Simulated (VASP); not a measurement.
Wanted: the native input for a VASP 6.6.1 run.

```
Task                   : single point
Functional             : LDA
Potentials or basis    : VASP PAW LDA potentials, release 64 (Li_sv, Nb_sv, O)
Cutoff                 : 520 eV
k mesh                 : 6 × 6 × 6
Occupations            : gaussian, width 0.02 eV
Spin                   : no spin polarisation
Dipole correction      : no
Further INCAR settings : ALGO = Normal; EDIFF = 1e-06; NBANDS = 45
```

The structure of LiNbO3 lies in POSCAR:

```
LiNbO3
1.0
    2.4881965063      1.4365609227      4.3584102195
   -2.4881965063      1.4365609227      4.3584102195
    0.0000000000     -2.8731218454      4.3584102195
Li Nb O
2 2 6
Direct
    0.2500000000      0.2500000000      0.2500000000
    0.7500000000      0.7500000000      0.7500000000
    0.0000000000      0.0000000000      0.0000000000
    0.5000000000      0.5000000000      0.5000000000
    0.1110740891      0.3889259109      0.7500000000
    0.7500000000      0.1110740891      0.3889259109
    0.3889259109      0.7500000000      0.1110740891
    0.2500000000      0.8889259109      0.6110740891
    0.8889259109      0.6110740891      0.2500000000
    0.6110740891      0.2500000000      0.8889259109
```

One way to write it, as run:

INCAR

```
SYSTEM = LiNbO3
PREC     = Accurate       ! precision mode
ENCUT    = 520            ! plane-wave cutoff, eV
EDIFF    = 1E-6           ! SCF threshold, eV
ISMEAR   = 0              ! smearing method
SIGMA    = 0.02           ! smearing width, eV
LREAL    = .False.        ! projectors in reciprocal space
LASPH    = .True.         ! aspherical terms in the spheres
NELM     = 60             ! most SCF steps
ALGO     = Normal         ! electronic algorithm
ISIF     = 2              ! what is computed and relaxed
LWAVE    = .False.        ! write WAVECAR
LCHARG   = .True.         ! write CHGCAR
LELF     = .True.         ! ELF
LVHAR    = .True.       
NBANDS   = 45             ! bands
```

KPOINTS

```
regular mesh
0
Gamma
  6 6 6
  0 0 0
```

Potentials or basis: VASP PAW LDA potentials, release 64 (Li_sv, Nb_sv, O).

Launch:

```sh
$ cat potpaw_LDA.64/Li_sv/POTCAR potpaw_LDA.64/Nb_sv/POTCAR potpaw_LDA.64/O/POTCAR > POTCAR
$ mpirun -np 1 vasp_std > vasp.out
```

It gave:

```json
{
 "Largest force": "0.010 eV/Å",
 "Band gap on the k mesh": "2.76 eV (least direct gap 2.85 eV)"
}
```

Wall time 2.2 min on 1 thread of Intel(R) Xeon(R) Platinum 8488C (Sapphire Rapids), with other jobs on the host, peak memory 0.26 GiB.
